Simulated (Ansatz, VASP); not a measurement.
Cd in VASP and in Ansatz

```
CELL_PARAMETERS angstrom
-3.99439 3.99439 3.99439
3.99439 -3.99439 3.99439
3.99439 3.99439 -3.99439
ATOMIC_POSITIONS crystal
Cd 0.23288 0.23288 0.23288
Cd 0.50000 0.00000 0.26712
Cd 0.26712 0.50000 0.00000
Cd 0.00000 0.26712 0.50000
Cd 0.76712 0.76712 0.76712
Cd 0.50000 0.00000 0.73288
Cd 0.73288 0.50000 0.00000
Cd 0.00000 0.73288 0.50000
```

Alike in both runs: functional PBE; k mesh 8 × 8 × 8; occupations gaussian, width 0.1 eV; no spin polarisation.

Ansatz relaxed the structure, and its values are those at the end. VASP's run is a single point on that final structure, the one shown.

```csv
,VASP,Ansatz
version,VASP 6.6.1,Ansatz 0.2.0
potentials or method,"VASP PAW PBE potentials, release 64 (Cd), cutoff 520 eV","scalar-relativistic, plane waves, PAW"
valence electrons in the cell,96,160
```

|  | VASP | Ansatz | Ansatz less VASP |
| --- | --- | --- | --- |
| gap on the k mesh at the Fermi level (eV) | none | none | - |
| pressure (GPa) | 0.2 | 0.0 | -0.16 |

A gap of «none» marks a metal or a gap that the smearing closes. VASP's potentials hold 96 valence electrons a cell and Ansatz's 160, so a difference there can come from the potentials and not from the codes.
